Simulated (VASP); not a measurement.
# Mg2GeSe3: relaxation of cell and atoms with PBEsol

Mg2GeSe3:

```
Mg Ge Se
1.0
     4.03861    0.00000    0.00000
    -2.01931    3.49754    0.00000
     0.00000    0.00000    9.98857
Mg Ge Se
2 1 3
Direct
  0.33333 0.66667 0.67902
  0.66667 0.33333 0.32098
  0.00000 0.00000 0.00000
  0.33333 0.66667 0.14299
  0.66667 0.33333 0.85701
  0.00000 0.00000 0.50000
```

| Item | Value |
| --- | --- |
| Program | VASP 6.6.1 |
| Task | relaxation of cell and atoms |
| Functional | PBEsol |
| Potentials or basis | VASP PAW PBE potentials, release 64 (Mg, Ge_d, Se) |
| Cutoff | 600 eV |
| k mesh | 6 × 6 × 2 |
| Occupations | fermi-dirac, width 0.03 eV |
| Spin | no spin polarisation |
| Dipole correction | no |
| Further INCAR settings | ALGO = Normal; EDIFF = 1e-06; IBRION = 2; EDIFFG = -0.01; NSW = 100; ISIF = 3 |

```
Relaxed volume                        : 20.92 Å³/atom
Relaxed cell                          : a = 3.901 Å, b = 3.901 Å, c = 9.527 Å, α = 90.00°, β = 90.00°, γ = 120.00°
Space group after relaxing (to 0.1 Å) : P-3m1 (No. 164)
Energy gained by relaxing             : 129.5 meV/atom
Ionic steps                           : 18
Pressure after relaxing               : 0.0 GPa
Largest force after relaxing          : 0.008 eV/Å
Band gap on the k mesh                : 0.89 eV (least direct gap 1.13 eV)
```

Forces on the atoms (eV/Å):
```
Mg   0.000  0.000 -0.008
Mg   0.000  0.000  0.008
Ge   0.000  0.000  0.000
Se   0.000  0.000  0.002
Se   0.000  0.000 -0.002
Se   0.000  0.000  0.000
```

The path:
```
step  energy change (eV)  largest force (eV/Å)  pressure (GPa)  volume (Å³)
   1              0.0000                1.4083           -4.80       141.09
   2             -0.4299                1.3154            0.08       127.18
   3             -0.4615                1.2429            2.53       122.39
   4             -0.6646                0.5424            1.71       122.91
   5             -0.7306                0.4396            1.16       123.48
   6             -0.7632                0.1852           -0.74       127.03
   7             -0.7632                0.1774           -0.81       127.14
   8             -0.7760                0.0440           -0.18       125.77
   9             -0.7762                0.0610           -0.02       125.53
  10             -0.7763                0.0587           -0.04       125.56
  11             -0.7766                0.0297            0.04       125.42
  12             -0.7767                0.0183            0.11       125.32
  13             -0.7767                0.0211           -0.06       125.63
  14             -0.7768                0.0199            0.02       125.48
  15             -0.7768                0.0201           -0.01       125.50
  16             -0.7768                0.0200            0.02       125.49
  17             -0.7768                0.0200            0.01       125.50
  18             -0.7768                0.0081           -0.04       125.53
```

Final structure:
```cif
data_structure
_symmetry_space_group_name_H-M 'P 1'
_symmetry_Int_Tables_number 1
_cell_length_a 3.9006
_cell_length_b 3.9006
_cell_length_c 9.5270
_cell_angle_alpha 90.000
_cell_angle_beta 90.000
_cell_angle_gamma 120.000
_cell_volume 125.53
loop_
_atom_site_label
_atom_site_type_symbol
_atom_site_fract_x
_atom_site_fract_y
_atom_site_fract_z
_atom_site_occupancy
Mg1 Mg 0.33333 0.66667 0.66411 1
Mg2 Mg 0.66667 0.33333 0.33589 1
Ge1 Ge 0.00000 0.00000 0.00000 1
Se1 Se 0.33333 0.66667 0.17333 1
Se2 Se 0.66667 0.33333 0.82667 1
Se3 Se 0.00000 0.00000 0.50000 1
```

Levels at points of the mesh, in eV from the valence-band top:
```tsv
k point	band 16	band 17	band 18	band 19	band 20	band 21
(0.00, 0.00, 0.00)	-1.33	-1.17	-1.17	1.49	2.39	2.39
(0.50, 0.00, 0.00)	-2.34	-2.08	-1.94	1.65	2.36	3.03
(0.00, 0.00, 0.50)	-1.12	-1.12	0.00	1.13	2.37	2.37
(0.50, 0.00, 0.50)	-1.70	-1.53	-1.51	0.89	1.83	2.81
```

Run time: 8.1 min on 1 thread of Intel(R) Xeon(R) Platinum 8259CL CPU @ 2.50GHz (Skylake/Cascade Lake), on a shared host, peak memory 0.32 GiB.

Caveat: the PAW data sets were made with another functional, which shifts forces and pressure a little. A k mesh can miss the band edges.
